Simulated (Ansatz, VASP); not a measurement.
# Two plane-wave programs on Mg2SO

POSCAR

```
Mg2SO
1.0
    3.6377426697      0.0000000000      0.0000000000
    0.0000000000      3.6377426697      0.0000000000
    0.0000000000      0.0000000000      4.8346326386
O Mg S
1 2 1
Direct
    0.0000000000      0.0000000000      0.0000000000
    0.0000000000      0.5000000000      0.8113169975
    0.5000000000      0.0000000000      0.1886830025
    0.5000000000      0.5000000000      0.5000000000
```

File INCAR.step1:

```
ALGO     = Normal         # electronic algorithm
EDIFF    = 1E-5           # SCF threshold, eV
ENCUT    = 920            # plane-wave cutoff, eV
GGA      = PE             # functional
GGA_COMPAT= F            
ISMEAR   = 0              # smearing method
LASPH    = T              # aspherical terms in the spheres
LCHARG   = F              # write CHGCAR
LREAL    = F              # projectors in reciprocal space
LWAVE    = T              # write WAVECAR
NBANDS   = 24             # bands
NELM     = 120            # most SCF steps
PREC     = Accurate       # precision mode
SIGMA    = 0.01           # smearing width, eV
```

Contents of INCAR.step2:

```
ALGO     = Normal         # electronic algorithm
EDIFF    = 1E-6           # SCF threshold, eV
ENCUT    = 920            # plane-wave cutoff, eV
GGA_COMPAT= F            
ISIF     = 2              # what is computed and relaxed
ISMEAR   = 0              # smearing method
ISTART   = 1            
LASPH    = T              # aspherical terms in the spheres
LCHARG   = F              # write CHGCAR
LMIXTAU  = T            
LREAL    = F              # projectors in reciprocal space
LWAVE    = F              # write WAVECAR
METAGGA  = R2SCAN         # meta-GGA
NBANDS   = 24             # bands
NELM     = 120            # most SCF steps
PREC     = Accurate       # precision mode
SIGMA    = 0.01           # smearing width, eV
```

File KPOINTS:

```
k-points
0
Gamma
  6 6 4
```

Input for Ansatz:

```yaml
crystal:
  lattice:
    - [3.6377426697, 0.0, 0.0]
    - [0.0, 3.6377426697, 0.0]
    - [0.0, 0.0, 4.8346326386]
  atoms:
    - { symbol: O, position: [0.0, 0.0, 0.0] }
    - { symbol: Mg, position: [0.0, 0.5, 0.8113169975] }
    - { symbol: S, position: [0.5, 0.5, 0.5] }
    - { symbol: Mg, position: [0.5, 0.0, 0.1886830025] }
kpoints:
  mp_grid: { grid: [6, 6, 4] }
hamiltonian:
  xc: r2scan
scf:
  occupations: { method: fixed }
  n_extra_bands: 5
output:
  forces: true
  stress: true
  eigenvalues: true
```

Alike in both runs: task single point; functional r2SCAN; k mesh 6 × 6 × 4; no spin polarisation.

|  | VASP | Ansatz |
| --- | --- | --- |
| version | VASP 6.6.1 | Ansatz 0.2.0 |
| potentials or method | VASP PAW PBE potentials, release 64 (O, Mg_sv, S) | plane waves, PAW |
| plane-wave cutoff (eV) | 920 | 500 |
| occupations | gaussian, width 0.01 eV | fixed |
| valence electrons in the cell | 32 | 32 |

```csv
,VASP,Ansatz,Ansatz less VASP
gap on the k mesh at the Fermi level (eV),2.25,2.24,-0.008
pressure (GPa),3.0,2.8,-0.20
rms of the force components (eV/Å),0.026,0.024,-0.0018
```

VASP's potentials were made for PBE, not for r2SCAN.
